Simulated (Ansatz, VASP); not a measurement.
## One calculation of SnO2, two programs

The input INCAR:

```
PREC = Accurate
ENCUT = 520
EDIFF = 1E-7
ISMEAR = 0
SIGMA = 0.05
LREAL = F
LASPH = T
NELM = 80
ALGO = Normal
ISIF = 2
LWAVE = F
LCHARG = F
GGA = CA
NBANDS = 35
```

The input KPOINTS:

```
Automatic mesh
0
Gamma
  6 6 8
```

POSCAR

```
SnO2
1.0
    4.7207174017      0.0000000000      0.0000000000
    0.0000000000      4.7207174017      0.0000000000
    0.0000000000      0.0000000000      3.1887553105
Sn O
2 4
Direct
    0.0000000000      0.0000000000      0.0000000000
    0.5000000000      0.5000000000      0.5000000000
    0.2165333303      0.3956797689      0.0000000000
    0.2834666697      0.8956797689      0.5000000000
    0.7834666697      0.6043202311      0.0000000000
    0.7165333303      0.1043202311      0.5000000000
```

Input for Ansatz:

```yaml
crystal:
  lattice:
    - [4.7207174017, 0.0, 0.0]
    - [0.0, 4.7207174017, 0.0]
    - [0.0, 0.0, 3.1887553105]
  atoms:
    - { symbol: Sn, position: [0.0, 0.0, 0.0] }
    - { symbol: Sn, position: [0.5, 0.5, 0.5] }
    - { symbol: O, position: [0.2165333303, 0.3956797689, 0.0] }
    - { symbol: O, position: [0.2834666697, 0.8956797689, 0.5] }
    - { symbol: O, position: [0.7834666697, 0.6043202311, 0.0] }
    - { symbol: O, position: [0.7165333303, 0.1043202311, 0.5] }
basis:
  ecutwfc: 520.0
kpoints:
  mp_grid: { grid: [6, 6, 8] }
hamiltonian:
  xc: lda
  pseudopotentials: { kind: paw, azcp: { folder: soft_1 } }
scf:
  occupations: { method: gaussian, width: 0.05 }
output:
  forces: true
  stress: true
  eigenvalues: true
```

Change from the starting cell: mode 4 frozen in at -0.598 Å and mode 5 at -0.000 Å (largest displacements).

Alike in both runs: task single point; functional LDA; k mesh 6 × 6 × 8; occupations gaussian, width 0.05 eV; no spin polarisation.

|  | VASP | Ansatz |
| --- | --- | --- |
| version | VASP 6.6.1 | Ansatz 0.2.0 |
| potentials or method | VASP PAW LDA potentials, release 64 (Sn_d, O), cutoff 520 eV | scalar-relativistic, plane waves, PAW |
| valence electrons in the cell | 52 | 52 |

Ansatz gave:

| Property | Result |
| --- | --- |
| gap on the k mesh at the Fermi level (eV) | 0.46 |
| least direct gap on the mesh (eV) | 0.49 |
| pressure (GPa) | -9.8 |
| traceless stress, the component that is largest in VASP (GPa) | -3.48 |
| rms of the force components (eV/Å) | 1.161 |

Task: Which values does VASP return?

Result: gap on the k mesh at the Fermi level (eV): 0.46; least direct gap on the mesh (eV): 0.49; pressure (GPa): -8.8; traceless stress, the component that is largest in VASP (GPa): -3.28; rms of the force components (eV/Å): 1.147.

Ansatz warns that its potentials were made for another functional, while VASP's fit it. LDA's correlation is that of Perdew and Zunger in VASP and of Perdew and Wang (1992) in Ansatz. Atom by atom the forces differ by 0.014 eV/Å (rms over components).
